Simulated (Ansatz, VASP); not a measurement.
One calculation of Mg7CuO8, two programs

Contents of INCAR:

```
SYSTEM = Mg7CuO8
  ALGO = Normal
  EDIFF = 1E-6
  ENCUT = 520
  GGA = PE
  ISIF = 2
  ISMEAR = -1
  ISPIN = 2
  LASPH = .TRUE.
  LCHARG = .TRUE.
  LELF = .TRUE.
  LMAXMIX = 4
  LORBIT = 11
  LREAL = Auto
  LVHAR = .TRUE.
  LWAVE = .FALSE.
  MAGMOM = 0 0 0 0 0 0 0 1 0 0 0 0 0 0 0 0
  NBANDS = 54
  NELM = 150
  PREC = Accurate
  SIGMA = 0.01
```

KPOINTS

```
k-points
0
G
  2 2 2
  0 0 0
```

File POSCAR:

```
Mg7CuO8
1.0
    0.0000000000      4.3554000000      4.3554000000
    4.3554000000      0.0000000000      4.3554000000
    4.3554000000      4.3554000000      0.0000000000
Mg Cu O
7 1 8
Direct
    0.0000000000      0.0000000000      0.0000000000
    0.0000000000      0.0000000000      0.5000000000
    0.0000000000      0.5000000000      0.0000000000
    0.0000000000      0.5000000000      0.5000000000
    0.5000000000      0.0000000000      0.5000000000
    0.5000000000      0.5000000000      0.0000000000
    0.5000000000      0.5000000000      0.5000000000
    0.5000000000      0.0000000000      0.0000000000
    0.2500000000      0.2500000000      0.2500000000
    0.2500000000      0.2500000000      0.7500000000
    0.2500000000      0.7500000000      0.2500000000
    0.2500000000      0.7500000000      0.7500000000
    0.7500000000      0.2500000000      0.2500000000
    0.7500000000      0.2500000000      0.7500000000
    0.7500000000      0.7500000000      0.2500000000
    0.7500000000      0.7500000000      0.7500000000
```

Input for Ansatz:

```yaml
crystal:
  lattice:
    - [0.0, 4.3554, 4.3554]
    - [4.3554, 0.0, 4.3554]
    - [4.3554, 4.3554, 0.0]
  atoms:
    - { symbol: Mg, position: [0.0, 0.0, 0.0] }
    - { symbol: Mg, position: [0.0, 0.0, 0.5] }
    - { symbol: Mg, position: [0.0, 0.5, 0.0] }
    - { symbol: Mg, position: [0.0, 0.5, 0.5] }
    - { symbol: Cu, position: [0.5, 0.0, 0.0], spin: 1.0 }
    - { symbol: Mg, position: [0.5, 0.0, 0.5] }
    - { symbol: Mg, position: [0.5, 0.5, 0.0] }
    - { symbol: Mg, position: [0.5, 0.5, 0.5] }
    - { symbol: O, position: [0.25, 0.25, 0.25] }
    - { symbol: O, position: [0.25, 0.25, 0.75] }
    - { symbol: O, position: [0.25, 0.75, 0.25] }
    - { symbol: O, position: [0.25, 0.75, 0.75] }
    - { symbol: O, position: [0.75, 0.25, 0.25] }
    - { symbol: O, position: [0.75, 0.25, 0.75] }
    - { symbol: O, position: [0.75, 0.75, 0.25] }
    - { symbol: O, position: [0.75, 0.75, 0.75] }
magnetization:
  spin_polarized: true
hamiltonian:
  xc: pbe
  pseudopotentials: { kind: paw }
basis:
  ecutwfc: 420
kpoints:
  mp_grid: { grid: [2, 2, 2] }
scf:
  occupations: { method: fermi_dirac, width: 0.01 }
output:
  forces: true
  stress: true
```

Alike in both runs: task single point; functional PBE; k mesh 2 × 2 × 2; occupations fermi-dirac, width 0.01 eV; collinear spin.

|  | VASP | Ansatz |
| --- | --- | --- |
| version | VASP 6.6.1 | Ansatz 0.2.0 |
| potentials or method | VASP PAW PBE potentials, release 64 (Mg, Cu, O), cutoff 520 eV | PAW, plane waves, scalar-relativistic |
| valence electrons in the cell | 73 | 137 |

```csv
,VASP,Ansatz,Ansatz less VASP
pressure (GPa),-9.5,-8.9,+0.67
rms of the force components (eV/Å),0.146,0.138,-0.0086
net moment per atom (μB),0.06,0.06,0.000
size of the moment on the site where the two differ most (μB),0.59,0.60,+0.013
```

Site moments also hang on the region over which each program counts them. The functional is the same, so the differences come from potentials, cutoffs and numerics. VASP's potentials hold 73 valence electrons a cell and Ansatz's 137, so a difference there can come from the potentials and not from the codes.

The k mesh is coarse, so the values compare programs but aren't converged.
